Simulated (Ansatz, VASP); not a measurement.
This is a calculation of Pb for Ansatz 0.2.0.

The input input.yaml:

```yaml
crystal:
  lattice:
    - [3.48, 0.0, 0.0]
    - [-1.74, 3.0137684052, 0.0]
    - [0.0, 0.0, 5.59]
  atoms:
    - { symbol: Pb, position: [0.6666666667, 0.3333333333, 0.75] }
    - { symbol: Pb, position: [0.3333333333, 0.6666666667, 0.25] }
hamiltonian:
  xc: lda
  pseudopotentials: { kind: paw }
kpoints:
  mp_grid: { grid: [9, 9, 5] }
scf:
  occupations: { method: fermi_dirac, width: 0.05 }
output:
  forces: true
  stress: true
  eigenvalues: true
relax:
  f_tol: 0.01
  max_steps: 40
  cell: { stress_tol: 0.05 }
```

Potentials or basis: Ansatz PAW.

Command:

```bash
$ ansatz run input.yaml --threads 2 --pin off --max-ram 5632MiB --backend cpu --events-out ev --progress --plain --runs-dir out
```

Task: Translate it to VASP 6.6.1. Potentials there: VASP PAW LDA potentials, release 64 (Pb_d).

Result: As run (the cutoff follows the program's own potentials):

File INCAR:

```
ALGO = Normal
EDIFF = 1E-6
EDIFFG = -0.01
ENCUT = 600
IBRION = 2
ISIF = 3
ISMEAR = -1
LASPH = T
LCHARG = F
LREAL = F
LWAVE = F
NELM = 80
NSW = 60
PREC = Accurate
SIGMA = 0.05
```

Contents of KPOINTS:

```
k-points
0
Gamma
  9 9 5
```

Contents of POSCAR:

```
Pb
1.0
    3.4800000000      0.0000000000      0.0000000000
   -1.7400000000      3.0137684052      0.0000000000
    0.0000000000      0.0000000000      5.5900000000
Pb
2
Direct
    0.6666666667      0.3333333333      0.7500000000
    0.3333333333      0.6666666667      0.2500000000
```

Potentials or basis: VASP PAW LDA potentials, release 64 (Pb_d).

Launch:

```bash
$ cat potpaw_LDA.64/Pb_d/POTCAR > POTCAR
$ mpirun -np 1 vasp_std > vasp.out
```

Both were run:

|  | VASP | Ansatz | Ansatz less VASP |
| --- | --- | --- | --- |
| gap on the k mesh at the Fermi level, each at its own relaxed structure (eV) | none | none | - |
| relaxed volume (Å³/atom) | 28.95 | 28.86 | -0.085 |
| relaxed cell length with the largest relative difference (Å) | 3.398 | 3.393 | -0.0049 |

LDA's correlation is that of Perdew and Zunger in VASP and of Perdew and Wang (1992) in Ansatz. A gap of «none» marks a metal or a gap that the smearing closes.

Neither program's run includes spin-orbit coupling. Noted on Ansatz's run: the plane-wave basis is chosen anew once the cell has moved, so the energies of steps on either side of that aren't comparable.
